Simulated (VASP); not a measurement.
# MnO2 (P4_2/mnm) in VASP: single point with PBE

Aim: the single point of MnO2 with PBE.

Everything below comes from runs of VASP 6.6.1. Logs are shortened: lines on timing, memory, paths and dates and some standing lists are left out, and cuts for length are marked.

### Step 1. The cell of the first run

It takes space group P4_2/mnm (No. 136, tetragonal). Conventional cell: a = 4.448 Å, b = 4.448 Å, c = 2.878 Å, α = 90.00°, β = 90.00°, γ = 90.00°. Mn (site symmetry mmm) has 6 O at 1.89 to 1.92 Å within 2.5 Å. O (site symmetry m2m) has 3 Mn at 1.89 to 1.92 Å and 1 O at 2.45 Å within 2.5 Å.

### Step 2. Single point, PBE, collinear spin, ferromagnetic start

The input, INCAR:

```
SYSTEM = MnO2
PREC = Accurate
ENCUT = 600
EDIFF = 1E-6
ISMEAR = 0
SIGMA = 0.05
LREAL = .False.
LASPH = .True.
NELM = 200
ALGO = Normal
ISIF = 2
LWAVE = .False.
LCHARG = .False.
ISPIN = 2
MAGMOM = 3 3 0 0 0 0
LORBIT = 11
LMAXMIX = 4
GGA = PE
NBANDS = 38
GGA_COMPAT = .False.
```

The input, KPOINTS:

```
regular mesh
0
Gamma
  4 4 8
  0 0 0
```

The input, POSCAR:

```
MnO2
1.0
    4.4480110405      0.0000000000      0.0000000000
    0.0000000000      4.4480110405      0.0000000000
    0.0000000000      0.0000000000      2.8776415848
Mn O
2 4
Direct
    0.0000000000      0.0000000000      0.0000000000
    0.5000000000      0.5000000000      0.5000000000
    0.3054611364      0.3054611364      0.0000000000
    0.1945388636      0.8054611364      0.5000000000
    0.6945388636      0.6945388636      0.0000000000
    0.8054611364      0.1945388636      0.5000000000
```

Potentials or basis: VASP PAW PBE potentials, release 64 (Mn_pv, O).

On the command line:

```sh
$ cat potpaw_PBE.64/Mn_pv/POTCAR potpaw_PBE.64/O/POTCAR > POTCAR
$ mpirun -np 1 vasp_std > vasp.out
```

OUTCAR:

```text
SYSTEM = MnO2
   PREC = Accurate
   ENCUT = 600
   EDIFF = 1E-6
   ISMEAR = 0
   LREAL = .False.
   LASPH = .True.
   NELM = 200
   ISIF = 2
   ISPIN = 2
   LORBIT = 11
   GGA = PE

 ion  position               nearest neighbor table
   1  0.000  0.000  0.000-   4 1.89   6 1.89   4 1.89   6 1.89   5 1.92   3 1.92
   2  0.500  0.500  0.500-   3 1.89   5 1.89   3 1.89   5 1.89   4 1.92   6 1.92
   3  0.305  0.305  0.000-   2 1.89   2 1.89   1 1.92
   4  0.195  0.805  0.500-   1 1.89   1 1.89   2 1.92
   5  0.695  0.695  0.000-   2 1.89   2 1.89   1 1.92
   6  0.805  0.195  0.500-   1 1.89   1 1.89   2 1.92

  LATTYP: Found a simple tetragonal cell.
 ALAT       =     4.4480110405
 C/A-ratio  =     0.6469501893

  Lattice vectors:

 A1 = (   4.4480110405,   0.0000000000,   0.0000000000)
 A2 = (   0.0000000000,   4.4480110405,   0.0000000000)
 A3 = (   0.0000000000,   0.0000000000,   2.8776415848)

Analysis of symmetry for initial positions (statically):
=====================================================================
 Subroutine PRICEL returns:
 Original cell was already a primitive cell.

 Routine SETGRP: Setting up the symmetry group for a
 simple tetragonal supercell.

 Subroutine GETGRP returns: Found 16 space group operations
 (whereof  8 operations were pure point group operations)
 out of a pool of 16 trial point group operations.

The static configuration has the point symmetry D_2h.
 The point group associated with its full space group is D_4h.

Analysis of symmetry for dynamics (positions and initial velocities):
=====================================================================
 Subroutine PRICEL returns:
 Original cell was already a primitive cell.

 Routine SETGRP: Setting up the symmetry group for a
 simple tetragonal supercell.

 Subroutine GETGRP returns: Found 16 space group operations
 (whereof  8 operations were pure point group operations)
 out of a pool of 16 trial point group operations.

The dynamic configuration has the point symmetry D_2h.
 The point group associated with its full space group is D_4h.

Analysis of structural, dynamic, and magnetic symmetry:
=====================================================================
 Subroutine PRICEL returns:
 Original cell was already a primitive cell.

 Routine SETGRP: Setting up the symmetry group for a
 simple tetragonal supercell.

 Subroutine GETGRP returns: Found 16 space group operations
 (whereof  8 operations were pure point group operations)
 out of a pool of 16 trial point group operations.

The overall configuration has the point symmetry D_2h.
 The point group associated with its full space group is D_4h.

 Subroutine INISYM returns: Found 16 space group operations
 (whereof  8 operations are pure point group operations),
 and found     1 'primitive' translations

----------------------------------------------------------------------------------------

                                     Primitive cell

  volume of cell :      56.9336

  direct lattice vectors                    reciprocal lattice vectors
     4.448011040  0.000000000  0.000000000     0.224819586  0.000000000  0.000000000
     0.000000000  4.448011040  0.000000000     0.000000000  0.224819586  0.000000000
     0.000000000  0.000000000  2.877641585     0.000000000  0.000000000  0.347506794

  length of vectors
     4.448011040  4.448011040  2.877641585     0.224819586  0.224819586  0.347506794

  position of ions in fractional coordinates (direct lattice)
     0.000000000  0.000000000  0.000000000
     0.500000000  0.500000000  0.500000000
     0.305461136  0.305461136  0.000000000
     0.194538864  0.805461136  0.500000000
     0.694538864  0.694538864  0.000000000
     0.805461136  0.194538864  0.500000000

  ion indices of the primitive-cell ions
   primitive index   ion index
                 1           1
                 2           2
                 3           3
                 4           4
                 5           5
                 6           6

----------------------------------------------------------------------------------------

 KPOINTS: regular mesh

Automatic generation of k-mesh.
 Grid dimensions read from file:
 generate k-points for:    4    4    8

 Generating k-lattice:

  Cartesian coordinates                     Fractional coordinates (reciprocal lattice)
     0.056204896  0.000000000  0.000000000     0.250000000  0.000000000  0.000000000
     0.000000000  0.056204896  0.000000000     0.000000000  0.250000000  0.000000000
     0.000000000  0.000000000  0.043438349     0.000000000  0.000000000  0.125000000

  Length of vectors
     0.056204896  0.056204896  0.043438349

  Shift w.r.t. Gamma in fractional coordinates (k-lattice)
     0.000000000  0.000000000  0.000000000

 Subroutine IBZKPT returns following result:
 ===========================================

 Found     30 irreducible k-points:

 Following reciprocal coordinates:
            Coordinates               Weight
  0.000000  0.000000  0.000000      1.000000
  0.250000  0.000000  0.000000      4.000000
  0.500000  0.000000  0.000000      2.000000
  0.250000  0.250000  0.000000      4.000000
  0.500000  0.250000  0.000000      4.000000
  0.500000  0.500000  0.000000      1.000000
[... 16 lines left out ...]
  0.500000  0.250000  0.375000      8.000000
  0.500000  0.500000  0.375000      2.000000
 [... further k-points ...]
   k-points           NKPTS =     30   k-points in BZ     NKDIM =     30   number of bands    NBANDS=     38
   number of dos      NEDOS =    301   number of ions     NIONS =      6
   total plane-waves  NPLWV =  31104
   dimension x,y,z NGX =    36 NGY =   36 NGZ =   24
   dimension x,y,z NGXF=    72 NGYF=   72 NGZF=   48
   ions per type =               2   4
   NGX,Y,Z   is equivalent  to a cutoff of  13.46, 13.46, 13.87 a.u.
   NGXF,Y,Z  is equivalent  to a cutoff of  26.91, 26.91, 27.73 a.u.
 SYSTEM =  MnO2
   PREC   = accura    normal or accurate (medium, high low for compatibility)
   ISTART =      0    job   : 0-new  1-cont  2-samecut
   ICHARG =      2    charge: 1-file 2-atom 10-const
   ISPIN  =      2    spin polarized calculation?
   LNONCOLLINEAR =      F non collinear calculations
   LSORBIT =      F    spin-orbit coupling
   LASPH  =      T    aspherical Exc in radial PAW
   ENCUT  =  600.0 eV  44.10 Ry    6.64 a.u.   8.88  8.88  5.75*2*pi/ulx,y,z
   NELM   =    200;   NELMIN=  2; NELMDL= -5     # of ELM steps
   EDIFF  = 0.1E-05   stopping-criterion for ELM
   LREAL  =      F    real-space projection
[... 7 lines left out ...]
   TEBEG  =    0.0;   TEEND  =   0.0 temperature during run
   PSTRESS=    0.0 pullay stress
   NELECT =      50.0000    total number of electrons
   NUPDOWN=      -1.0000    fix difference up-down
   EMIN   =  10.00;   EMAX   =-10.00  energy-range for DOS
   EFERMI =   0.00;   METHOD = LEGACY
   ISMEAR =     0;   SIGMA  =   0.05  broadening in eV -4-tet -1-fermi 0-gaus
   EFERMI_NEDOS =   21; number of points for ismear=-14 and -15
   IALGO  =     38    algorithm
   IMIX   =      4    mixing-type and parameters
     AMIX     =   0.40;   BMIX     =  1.00
     AMIX_MAG =   1.60;   BMIX_MAG =  1.00
  volume/ion in A,a.u.               =       9.49        64.03
  Fermi-wavevector in a.u.,A,eV,Ry     =   1.567745  2.962608 33.440721  2.457824
  Thomas-Fermi vector in A             =   2.669879
   LORBIT       =     11    0 simple, 1 ext, 2 COOP (PROOUT), +10 PAW based schemes
   GGA     = PE    functional components
   LHFCALC =     F    Hartree Fock is set to
   AEXX    =    0.0000 exact exchange contribution
   IVDW    =     0    specifies the selected vdW correction
   LEPSILON=     F    determine dielectric tensor
   LRPA    =     F    only Hartree local field effects (RPA)
 spin polarized calculation
 Gauss-broadening in eV      SIGMA  =   0.05
  energy-cutoff  :      600.00
  volume of cell :       56.93
 maximum number of plane-waves:      1928
 NGX is ok and might be reduce to    36
   NGX = 17   NGY = 17   NGZ = 11

 number of electron      49.9999985 magnetization       5.9995391

 Free energy of the ion-electron system (eV)
  ---------------------------------------------------
  ext. energy  EPLUGINS =         0.00000000
  ---------------------------------------------------
  free energy    TOTEN  =       -47.73002553 eV

  energy without entropy =      -47.72953306  energy(sigma->0) =      -47.72977930

 E-fermi :   5.0845     XC(G=0): -11.8760

 val. band max:        5.0474799843   @ k =   0.2500   0.2500   0.5000
 cond. band min:       5.1640605948   @ k =   0.0000   0.0000   0.1250
 fundamental gap:      0.1165806104
 Fermi energy:         5.0844645264

 spin component 1

 k-point     1 :       0.0000    0.0000    0.0000
  band No.  band energies     occupation
      1     -45.6590      1.00000
      2     -45.6524      1.00000
      3     -45.5976      1.00000
      4     -45.5976      1.00000
      5     -45.5077      1.00000
      6     -45.5077      1.00000
[... 29 lines left out ...]
     36      18.6149      0.00000
     37      19.6519      0.00000

 k-point     2 :       0.2500    0.0000    0.0000
  band No.  band energies     occupation
      1     -45.6580      1.00000
      2     -45.6534      1.00000
      3     -45.5969      1.00000
      4     -45.5969      1.00000
      5     -45.5085      1.00000
      6     -45.5085      1.00000
[... 29 lines left out ...]
     36      18.4366      0.00000
     37      19.7254      0.00000
[... 838 lines left out ...]
     36      18.6580      0.00000
     37      20.0602      0.00000

 k-point    24 :       0.5000    0.5000    0.3750
  band No.  band energies     occupation
      1     -45.7441      1.00000
      2     -45.7441      1.00000
      3     -45.5829      1.00000
      4     -45.5829      1.00000
      5     -45.5026      1.00000
      6     -45.5026      1.00000
[... 29 lines left out ...]
     36      18.0376      0.00000
     37      19.9744      0.00000

 [... further k-points ...]

 spin component 2

 k-point     1 :       0.0000    0.0000    0.0000
  band No.  band energies     occupation
      1     -42.6731      1.00000
      2     -42.6648      1.00000
      3     -42.6121      1.00000
      4     -42.6121      1.00000
      5     -42.5055      1.00000
      6     -42.5055      1.00000
[... 29 lines left out ...]
     36      19.5445      0.00000
     37      20.0743      0.00000

 k-point     2 :       0.2500    0.0000    0.0000
  band No.  band energies     occupation
      1     -42.6719      1.00000
      2     -42.6660      1.00000
      3     -42.6112      1.00000
      4     -42.6112      1.00000
      5     -42.5066      1.00000
      6     -42.5066      1.00000
[... 29 lines left out ...]
     36      19.2543      0.00000
     37      20.1691      0.00000
[... 838 lines left out ...]
     36      19.1976      0.00000
     37      20.6220      0.00000

 k-point    24 :       0.5000    0.5000    0.3750
  band No.  band energies     occupation
      1     -42.7735      1.00000
      2     -42.7735      1.00000
      3     -42.5932      1.00000
      4     -42.5932      1.00000
      5     -42.4998      1.00000
      6     -42.4998      1.00000
[... 29 lines left out ...]
     36      18.7689      0.00000
     37      20.3439      0.00000

 [... further k-points ...]

 [bands above 37 left out]

------------------------ aborting loop because EDIFF is reached ----------------------------------------

  FORCE on cell =-STRESS in cart. coord.  units (eV):
  Direction    XX          YY          ZZ          XY          YZ          ZX
  --------------------------------------------------------------------------------------
  -------------------------------------------------------------------------------------
  Total        0.2505576      0.2505576      0.2896457      0.0000000      0.0000000      0.0000000
  in kB        7.0509846      7.0509846      8.1509696      0.0000000      0.0000000      0.0000000
  external PRESSURE =       7.4176463 kB  Pullay stress =       0.0000000 kB

 VOLUME and BASIS-vectors are now :
 -----------------------------------------------------------------------------
  energy-cutoff  :      600.00
  volume of cell :       56.93
      direct lattice vectors                 reciprocal lattice vectors
     4.448011040  0.000000000  0.000000000     0.224819586  0.000000000  0.000000000
     0.000000000  4.448011040  0.000000000     0.000000000  0.224819586  0.000000000
     0.000000000  0.000000000  2.877641585     0.000000000  0.000000000  0.347506794

 POSITION                                       TOTAL-FORCE (eV/Angst)
 -----------------------------------------------------------------------------------
      0.00000      0.00000      0.00000         0.000000     -0.000000      0.000000
      2.22401      2.22401      1.43882         0.000000     -0.000000      0.000000
      1.35869      1.35869      0.00000        -0.021391     -0.021391      0.000000
      0.86531      3.58270      1.43882         0.021391     -0.021391      0.000000
      3.08932      3.08932      0.00000         0.021391      0.021391      0.000000
      3.58270      0.86531      1.43882        -0.021391      0.021391      0.000000
 -----------------------------------------------------------------------------------
    total drift:                               -0.000000      0.000000      0.000000

  FREE ENERGIE OF THE ION-ELECTRON SYSTEM (eV)
  ---------------------------------------------------
  free  energy   TOTEN  =       -47.7300255286 eV

  energy  without entropy=      -47.7295330624  energy(sigma->0) =      -47.72977930

 total charge

# of ion       s       p       d       tot
------------------------------------------
    1        0.344   6.448   4.877  11.668
    2        0.344   6.448   4.877  11.668
    3        1.565   3.454   0.000   5.019
    4        1.565   3.454   0.000   5.019
    5        1.565   3.454   0.000   5.019
    6        1.565   3.454   0.000   5.019
--------------------------------------------------
tot          6.947  26.713   9.753  43.413

 magnetization (x)

# of ion       s       p       d       tot
------------------------------------------
    1        0.017   0.028   2.663   2.708
    2        0.017   0.028   2.663   2.708
    3        0.001   0.091   0.000   0.092
    4        0.001   0.091   0.000   0.092
    5        0.001   0.091   0.000   0.092
    6        0.001   0.091   0.000   0.092
--------------------------------------------------
tot          0.038   0.418   5.326   5.782
```

Wall time 5.4 min (1 thread of Oxide Virtual Turin-like, shared host); peak memory 0.23 GiB.

What came out:

| Quantity | Value |
| --- | --- |
| Free energy | -47.7300 eV |
| Pressure | 0.7 GPa |
| Largest force | 0.030 eV/Å |
| Band gap on the k mesh | zero (filled and empty bands overlap) |
| Net moment | 6.00 μB per cell |
| Site moments | Mn +2.71; O +0.09 μB |
| Valence electrons inside the program's atomic spheres | Mn 11.67; O 5.02 |

Forces in eV/Å, atoms in the order of the input:
```
Mn   0.000  0.000  0.000
Mn   0.000  0.000  0.000
O   -0.021 -0.021  0.000
O    0.021 -0.021  0.000
O    0.021  0.021  0.000
O   -0.021  0.021  0.000
```

Levels at points of the mesh, in eV from the Fermi level:
Spin up:
```csv
k point,band 25,band 26,band 27,band 28,band 29,band 30,band 31,band 32
"(0.00, 0.00, 0.00)",-1.18,-1.18,-0.61,-0.23,-0.17,2.71,2.71,3.34
"(0.50, 0.00, 0.00)",-1.39,-1.39,-0.67,-0.67,2.13,2.13,2.49,2.49
"(0.50, 0.50, 0.00)",-2.05,-2.05,-0.04,-0.04,1.38,1.38,2.68,2.68
"(0.00, 0.00, 0.50)",-1.11,-1.11,-0.17,-0.17,1.23,1.23,1.73,1.73
"(0.50, 0.00, 0.50)",-1.88,-1.88,-0.06,-0.06,0.21,0.21,3.18,3.18
"(0.50, 0.50, 0.50)",-1.04,-1.04,-0.69,-0.69,1.75,1.75,1.85,1.85
```
Spin down:
```
           k point  band 19  band 20  band 21  band 22  band 23  band 24  band 25  band 26
(0.00, 0.00, 0.00)    -1.59    -0.89    -0.89    -0.34     0.16     0.47     0.63     0.63
(0.50, 0.00, 0.00)    -2.72    -2.72    -1.13    -1.13     0.83     0.83     1.18     1.18
(0.50, 0.50, 0.00)    -2.41    -2.41    -1.84    -1.84     0.19     0.19     0.64     0.64
(0.00, 0.00, 0.50)    -2.89    -2.89    -2.31    -2.31     1.16     1.16     1.42     1.42
(0.50, 0.00, 0.50)    -2.84    -2.84    -1.46    -1.46     0.35     0.35     1.17     1.17
(0.50, 0.50, 0.50)    -1.73    -1.73    -1.42    -1.42     1.11     1.11     1.21     1.21
```

Caveat: semilocal functionals often make such compounds metallic where correlation or magnetic order opens a gap, which also shifts bond lengths; the run started ferromagnetic, and an antiferromagnetic order may lie lower in energy.

The gap in the log of VASP goes by the Fermi energy; the results here count the filled bands.